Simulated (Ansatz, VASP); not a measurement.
## Two plane-wave programs on Ga3SbN2

```
Ga Sb N
1.0
     5.99790    0.00000    0.00000
    -2.99895    5.19433    0.00000
     0.00000    0.00000    3.29256
Ga Sb N
3 1 2
Cartesian
  2.9989 0.0000 1.6463
  1.4995 2.5972 1.6463
  -1.4995 2.5972 1.6463
  0.0000 0.0000 0.0000
  0.0000 3.4629 0.0000
  2.9989 1.7314 0.0000
```

Change from the starting cell: species swapped into the DyB2Ru3 type (P6/mmm, No. 191).

Alike in both runs: task relaxation of cell and atoms; functional PBE; k mesh 3 × 3 × 6; occupations gaussian, width 0.1 eV; no spin polarisation.

|  | VASP | Ansatz |
| --- | --- | --- |
| version | VASP 6.6.1 | Ansatz 0.2.0 |
| potentials or method | VASP PAW PBE potentials, release 64 (Ga_d, Sb, N), cutoff 600 eV | scalar-relativistic, plane waves, PAW |
| valence electrons in the cell | 54 | 64 |

Ansatz gave:

```
gap on the k mesh at the Fermi level, each at its own relaxed structure (eV) : none
relaxed volume (Å³/atom)                                                     : 14.51
relaxed cell length with the largest relative difference (Å)                 : 2.924
```

**Question.** Which values does VASP return?

**Answer.** gap on the k mesh at the Fermi level, each at its own relaxed structure (eV): none; relaxed volume (Å³/atom): 14.54; relaxed cell length with the largest relative difference (Å): 2.929.

A gap of «none» marks a metal or a gap that the smearing closes. VASP's potentials hold 54 valence electrons a cell and Ansatz's 64, so a difference there can come from the potentials and not from the codes.

The k mesh is coarse, so the values compare programs but aren't converged. Neither program's run includes spin-orbit coupling.
